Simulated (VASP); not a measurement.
Li, 2 atoms in the cell. The structure is cubic, space group Fd-3m (No. 227). Conventional cell: a = 4.495 Å, b = 4.495 Å, c = 4.495 Å, α = 90.00°, β = 90.00°, γ = 90.00°. Li (site symmetry -43m) has 4 Li at 1.95 Å within 2.6 Å. 

```yaml
Program: VASP 6.6.1
Task: single point
Functional: PBEsol
Potentials_or_basis: VASP PAW PBE potentials, release 64 (Li_sv)
Cutoff: 520 eV
k_mesh: 13 × 13 × 13
Occupations: fermi-dirac, width 0.08 eV
Spin: no spin polarisation
Dipole_correction: no
Further_INCAR_settings: ALGO = Normal; EDIFF = 1e-07; NBANDS = 10
```

Potentials or basis: VASP PAW PBE potentials, release 64 (Li_sv).

Launch:

```bash
$ cat potpaw_PBE.64/Li_sv/POTCAR > POTCAR
$ mpirun -np 1 vasp_std > vasp.out
```

Hardware: 1 thread of Intel(R) Xeon(R) 6975P-C (Granite Rapids) (shared host).

Estimate the wall time of this run.

Wall time 7.1 s on 1 thread of Intel(R) Xeon(R) 6975P-C (Granite Rapids), on a shared host, peak memory 0.13 GiB. Counts: scf iterations 14, k points 84.
